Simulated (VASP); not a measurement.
# Cu12H in VASP: single point with PBE+D3(BJ)

Aim: the single point of Cu12H with PBE+D3(BJ).

All numbers are computed with VASP 6.6.1; they aren't measurements. Logs are shortened: lines on timing, memory, paths and dates and some standing lists are left out, and cuts for length are marked.

### 1 The cell of the first run

The cell holds a slab with vacuum, 13 atoms: a = 5.038 Å, b = 5.038 Å, c = 20.662 Å, α = 90.00°, β = 90.00°, γ = 90.00°.

### 2 Single point, PBE+D3(BJ)

The input, INCAR:

```
SYSTEM = Cu12H
PREC     = Accurate       ! precision mode
ENCUT    = 520            ! plane-wave cutoff, eV
EDIFF    = 1E-7           ! SCF threshold, eV
ISMEAR   = 0              ! smearing method
SIGMA    = 0.1            ! smearing width, eV
LREAL    = .False.        ! projectors in reciprocal space
LASPH    = .True.         ! aspherical terms in the spheres
NELM     = 100            ! most SCF steps
ALGO     = Normal         ! electronic algorithm
ISIF     = 2              ! what is computed and relaxed
LWAVE    = .False.        ! write WAVECAR
LCHARG   = .False.        ! write CHGCAR
LDIPOL   = .True.       
IDIPOL   = 3            
DIPOL    = 0.5 0.5 0.296
GGA      = PE             ! functional
IVDW     = 12             ! dispersion correction
NBANDS   = 78             ! bands
```

The input, KPOINTS:

```
regular mesh
0
Gamma
  5 5 1
  0 0 0
```

The input, POSCAR:

```
Cu12H
1.0
    5.0378287988      0.0000000000      0.0000000000
    0.0000000000      5.0378287988      0.0000000000
    0.0000000000      0.0000000000     20.6622829064
Cu H
12 1
Direct
    0.2500000000      0.2500000000      0.1935894508
    0.2500000000      0.7500000000      0.1935894508
    0.7500000000      0.2500000000      0.1935894508
    0.7500000000      0.7500000000      0.1935894508
    0.0000000000      0.0000000000      0.2797919997
    0.0000000000      0.5000000000      0.2797919997
    0.5000000000      0.0000000000      0.2797919997
    0.5000000000      0.5000000000      0.2797919997
    0.2500000000      0.2500000000      0.3659945486
    0.2500000000      0.7500000000      0.3659945486
    0.7500000000      0.2500000000      0.3659945486
    0.7500000000      0.7500000000      0.3659945486
    0.2500000000      0.3333333333      0.4869879554
```

Potentials or basis: VASP PAW PBE potentials, release 64 (Cu, H).

Started as:

```bash
cat potpaw_PBE.64/Cu/POTCAR potpaw_PBE.64/H/POTCAR > POTCAR
mpirun -np 1 vasp_std > vasp.out
```

OUTCAR:

```text
SYSTEM = Cu12H
   PREC = Accurate
   ENCUT = 520
   EDIFF = 1E-7
   ISMEAR = 0
   LREAL = .False.
   LASPH = .True.
   NELM = 100
   ISIF = 2
   GGA = PE
   IVDW = 12
 IVDW          = 12

 ion  position               nearest neighbor table
   1  0.250  0.250  0.194-   5 2.52   6 2.52   7 2.52   8 2.52   2 2.52   3 2.52   2 2.52   3 2.52

   2  0.250  0.750  0.194-   5 2.52   6 2.52   7 2.52   8 2.52   1 2.52   4 2.52   1 2.52   4 2.52

   3  0.750  0.250  0.194-   5 2.52   6 2.52   7 2.52   8 2.52   1 2.52   4 2.52   4 2.52   1 2.52
[... 15 lines left out ...]
  11  0.750  0.250  0.366-   5 2.52   6 2.52   7 2.52   8 2.52   9 2.52  12 2.52  12 2.52   9 2.52

  12  0.750  0.750  0.366-   5 2.52   6 2.52   7 2.52   8 2.52  10 2.52  11 2.52  11 2.52  10 2.52

  13  0.250  0.333  0.487-

  LATTYP: Found a simple tetragonal cell.
 ALAT       =     5.0378287988
 C/A-ratio  =     4.1014261762

  Lattice vectors:

 A1 = (   5.0378287988,   0.0000000000,   0.0000000000)
 A2 = (   0.0000000000,   5.0378287988,   0.0000000000)
 A3 = (   0.0000000000,   0.0000000000,  20.6622829064)

Analysis of symmetry for initial positions (statically):
=====================================================================
 Subroutine PRICEL returns:
 Original cell was already a primitive cell.

 Routine SETGRP: Setting up the symmetry group for a
 simple tetragonal supercell.

 Subroutine GETGRP returns: Found  2 space group operations
 (whereof  1 operations were pure point group operations)
 out of a pool of 16 trial point group operations.

The static configuration has the point symmetry C_1 .
 The point group associated with its full space group is C_1h.

Analysis of symmetry for dynamics (positions and initial velocities):
=====================================================================
 Subroutine PRICEL returns:
 Original cell was already a primitive cell.

 Routine SETGRP: Setting up the symmetry group for a
 simple tetragonal supercell.

 Subroutine GETGRP returns: Found  2 space group operations
 (whereof  1 operations were pure point group operations)
 out of a pool of 16 trial point group operations.

The dynamic configuration has the point symmetry C_1 .
 The point group associated with its full space group is C_1h.

 Subroutine INISYM returns: Found  2 space group operations
 (whereof  1 operations are pure point group operations),
 and found     1 'primitive' translations

----------------------------------------------------------------------------------------

                                     Primitive cell

  volume of cell :     524.4029

  direct lattice vectors                    reciprocal lattice vectors
     5.037828799  0.000000000  0.000000000     0.198498210  0.000000000  0.000000000
     0.000000000  5.037828799  0.000000000     0.000000000  0.198498210  0.000000000
     0.000000000  0.000000000 20.662282906     0.000000000  0.000000000  0.048397363

  length of vectors
     5.037828799  5.037828799 20.662282906     0.198498210  0.198498210  0.048397363

  position of ions in fractional coordinates (direct lattice)
     0.250000000  0.250000000  0.193589451
     0.250000000  0.750000000  0.193589451
     0.750000000  0.250000000  0.193589451
     0.750000000  0.750000000  0.193589451
     0.000000000  0.000000000  0.279792000
     0.000000000  0.500000000  0.279792000
     0.500000000  0.000000000  0.279792000
     0.500000000  0.500000000  0.279792000
     0.250000000  0.250000000  0.365994549
     0.250000000  0.750000000  0.365994549
     0.750000000  0.250000000  0.365994549
     0.750000000  0.750000000  0.365994549
     0.250000000  0.333333333  0.486987955

  ion indices of the primitive-cell ions
   primitive index   ion index
                 1           1
                 2           2
                 3           3
                 4           4
                 5           5
                 6           6
                 7           7
                 8           8
                 9           9
                10          10
                11          11
                12          12
                13          13

----------------------------------------------------------------------------------------

 KPOINTS: regular mesh

Automatic generation of k-mesh.
 Grid dimensions read from file:
 generate k-points for:    5    5    1

 Generating k-lattice:

  Cartesian coordinates                     Fractional coordinates (reciprocal lattice)
     0.039699642  0.000000000  0.000000000     0.200000000  0.000000000  0.000000000
     0.000000000  0.039699642  0.000000000     0.000000000  0.200000000  0.000000000
     0.000000000  0.000000000  0.048397363     0.000000000  0.000000000  1.000000000

  Length of vectors
     0.039699642  0.039699642  0.048397363

  Shift w.r.t. Gamma in fractional coordinates (k-lattice)
     0.000000000  0.000000000  0.000000000

 Subroutine IBZKPT returns following result:
 ===========================================

 Found      9 irreducible k-points:

 Following reciprocal coordinates:
            Coordinates               Weight
  0.000000  0.000000  0.000000      1.000000
  0.200000  0.000000  0.000000      2.000000
  0.000000  0.200000  0.000000      2.000000
  0.400000  0.000000  0.000000      2.000000
  0.000000  0.400000  0.000000      2.000000
  0.200000  0.200000  0.000000      4.000000
  0.400000  0.200000  0.000000      4.000000
 -0.200000  0.400000  0.000000      4.000000
  0.400000  0.400000  0.000000      4.000000
   k-points           NKPTS =      9   k-points in BZ     NKDIM =      9   number of bands    NBANDS=     78
   number of dos      NEDOS =    301   number of ions     NIONS =     13
   total plane-waves  NPLWV = 256000
   dimension x,y,z NGX =    40 NGY =   40 NGZ =  160
   dimension x,y,z NGXF=    80 NGYF=   80 NGZF=  320
   ions per type =              12   1
   NGX,Y,Z   is equivalent  to a cutoff of  13.20, 13.20, 12.87 a.u.
   NGXF,Y,Z  is equivalent  to a cutoff of  26.40, 26.40, 25.75 a.u.
 SYSTEM =  Cu12H
   PREC   = accura    normal or accurate (medium, high low for compatibility)
   ISTART =      0    job   : 0-new  1-cont  2-samecut
   ICHARG =      2    charge: 1-file 2-atom 10-const
   ISPIN  =      1    spin polarized calculation?
   LNONCOLLINEAR =      F non collinear calculations
   LSORBIT =      F    spin-orbit coupling
   LASPH  =      T    aspherical Exc in radial PAW
   ENCUT  =  520.0 eV  38.22 Ry    6.18 a.u.   9.37  9.37 38.42*2*pi/ulx,y,z
   NELM   =    100;   NELMIN=  2; NELMDL= -5     # of ELM steps
   EDIFF  = 0.1E-06   stopping-criterion for ELM
   LREAL  =      F    real-space projection
   EDIFFG = 0.1E-05   stopping-criterion for IOM
   NSW    =      0    number of steps for IOM
   IBRION =     -1    ionic relax: 0-MD 1-quasi-New 2-CG
   NFREE  =      0    steps in history (QN), initial steepest desc. (CG)
   ISIF   =      2    stress and relaxation
   ISYM   =      2    0-nonsym 1-usesym 2-fastsym
   POTIM  = 0.5000    time-step for ionic-motion
   TEBEG  =    0.0;   TEEND  =   0.0 temperature during run
   PSTRESS=    0.0 pullay stress
   NELECT =     133.0000    total number of electrons
   NUPDOWN=      -1.0000    fix difference up-down
   EMIN   =  10.00;   EMAX   =-10.00  energy-range for DOS
   EFERMI =   0.00;   METHOD = LEGACY
   ISMEAR =     0;   SIGMA  =   0.10  broadening in eV -4-tet -1-fermi 0-gaus
   EFERMI_NEDOS =   21; number of points for ismear=-14 and -15
   IALGO  =     38    algorithm
   IMIX   =      4    mixing-type and parameters
     AMIX     =   0.40;   BMIX     =  1.00
     AMIX_MAG =   1.60;   BMIX_MAG =  1.00
  volume/ion in A,a.u.               =      40.34       272.22
  Fermi-wavevector in a.u.,A,eV,Ry     =   1.036264  1.958255 14.610517  1.073843
  Thomas-Fermi vector in A             =   2.170646
   LORBIT       =      0    0 simple, 1 ext, 2 COOP (PROOUT), +10 PAW based schemes
   GGA     = PE    functional components
   LHFCALC =     F    Hartree Fock is set to
   AEXX    =    0.0000 exact exchange contribution
   IVDW    =    12    specifies the selected vdW correction
   LEPSILON=     F    determine dielectric tensor
   LRPA    =     F    only Hartree local field effects (RPA)
 non-spin polarized calculation
 Gauss-broadening in eV      SIGMA  =   0.10
  energy-cutoff  :      520.00
  volume of cell :      524.40
 maximum number of plane-waves:     14177
 NGX is ok and might be reduce to    40
   NGX = 19   NGY = 19   NGZ = 77

 dipolmoment           0.000000      0.000000     -0.153055 electrons x Angstroem

 number of electron     132.9999976 magnetization

 dipolmoment           0.000000      0.000000      0.208827 electrons x Angstroem

 Free energy of the ion-electron system (eV)
  ---------------------------------------------------
  ext. energy  EPLUGINS =         0.00000000
  ---------------------------------------------------
  free energy    TOTEN  =       -41.50401612 eV

  energy without entropy =      -41.48569588  energy(sigma->0) =      -41.49485600

 E-fermi :  -1.6787     XC(G=0):  -4.5060

 val. band max:       -1.6974885056   @ k =   0.0000   0.0000   0.0000
 cond. band min:      -1.6359371581   @ k =   0.0000   0.0000   0.0000
 fundamental gap:      0.0615513475
 Fermi energy:        -1.6786574547

 k-point     1 :       0.0000    0.0000    0.0000
  band No.  band energies     occupation
      1     -10.2692      2.00000
      2      -7.6997      2.00000
      3      -6.6643      2.00000
      4      -6.6642      2.00000
      5      -6.5016      2.00000
      6      -6.4208      2.00000
[... 718 lines left out ...]
     77       4.4937      0.00000
     78       4.5330      0.00000

------------------------ aborting loop because EDIFF is reached ----------------------------------------

 vacuum level on the upper side and lower side of the slab       (xc-potential included)         0.668        -0.780

 Edisp (eV)   -4.46090

 E8    (eV) :    -2.0044

  FORCE on cell =-STRESS in cart. coord.  units (eV):
  Direction    XX          YY          ZZ          XY          YZ          ZX
  --------------------------------------------------------------------------------------
  -------------------------------------------------------------------------------------
  Total      -5.02169    -5.05127    -3.33809     0.00000    -0.18864     0.00000
  in kB     -15.34247   -15.43283   -10.19867     0.00000    -0.57635     0.00000
  external pressure =      -13.66 kB  Pullay stress =        0.00 kB

 VOLUME and BASIS-vectors are now :
 -----------------------------------------------------------------------------
  energy-cutoff  :      520.00
  volume of cell :      524.40
      direct lattice vectors                 reciprocal lattice vectors
     5.037828799  0.000000000  0.000000000     0.198498210  0.000000000  0.000000000
     0.000000000  5.037828799  0.000000000     0.000000000  0.198498210  0.000000000
     0.000000000  0.000000000 20.662282906     0.000000000  0.000000000  0.048397363

 POSITION                                       TOTAL-FORCE (eV/Angst)
 -----------------------------------------------------------------------------------
      1.25946      1.25946      4.00000         0.000000      0.017674     -0.023019
      1.25946      3.77837      4.00000         0.000000     -0.016592     -0.038127
      3.77837      1.25946      4.00000         0.000000      0.017724     -0.039661
      3.77837      3.77837      4.00000         0.000000     -0.016614     -0.053565
      0.00000      0.00000      5.78114         0.048660      0.022511      0.013462
      0.00000      2.51891      5.78114         0.001951     -0.021446     -0.047048
      2.51891      0.00000      5.78114        -0.048660      0.022511      0.013462
      2.51891      2.51891      5.78114        -0.001951     -0.021446     -0.047048
      1.25946      1.25946      7.56228         0.000000      0.159676      1.223205
      1.25946      3.77837      7.56228         0.000000     -0.098338      0.298221
      3.77837      1.25946      7.56228         0.000000     -0.003886      0.228292
      3.77837      3.77837      7.56228         0.000000      0.008932      0.023626
      1.25946      1.67928     10.06228         0.000000     -0.070706     -1.551801
 -----------------------------------------------------------------------------------
    total drift:                               -0.000000      0.000011      0.000553

  FREE ENERGIE OF THE ION-ELECTRON SYSTEM (eV)
  ---------------------------------------------------
  free  energy   TOTEN  =       -45.9649196997 eV

  energy  without entropy=      -45.9465994560  energy(sigma->0) =      -45.95575958

 vacuum level on the upper side and lower side of the slab         4.278         2.789
```

It took 20 min on 1 thread of Intel Xeon Platinum 8488C (Sapphire Rapids), shared host; peak memory 0.68 GiB.

Results:

```
Free energy                : -45.9649 eV
Largest force              : 1.553 eV/Å
Band gap on the k mesh     : zero (an odd number of electrons rules out a gap without spin polarisation)
Dispersion energy per atom : -0.343 eV
```

Forces in eV/Å, atoms in the order of the input:
```
Cu   0.000  0.018 -0.023
Cu   0.000 -0.017 -0.038
Cu   0.000  0.018 -0.040
Cu   0.000 -0.017 -0.054
Cu   0.049  0.023  0.013
Cu   0.002 -0.021 -0.047
Cu  -0.049  0.023  0.013
Cu  -0.002 -0.021 -0.047
Cu   0.000  0.160  1.223
Cu   0.000 -0.098  0.298
Cu   0.000 -0.004  0.228
Cu   0.000  0.009  0.024
H    0.000 -0.071 -1.552
```

Levels at points of the mesh, in eV from the Fermi level:
```
           k point  band 63  band 64  band 65  band 66  band 67  band 68  band 69  band 70  band 71  band 72
(0.00, 0.00, 0.00)    -1.05    -0.15    -0.12    -0.06    -0.04    -0.02     0.04     0.14     1.89     3.04
```
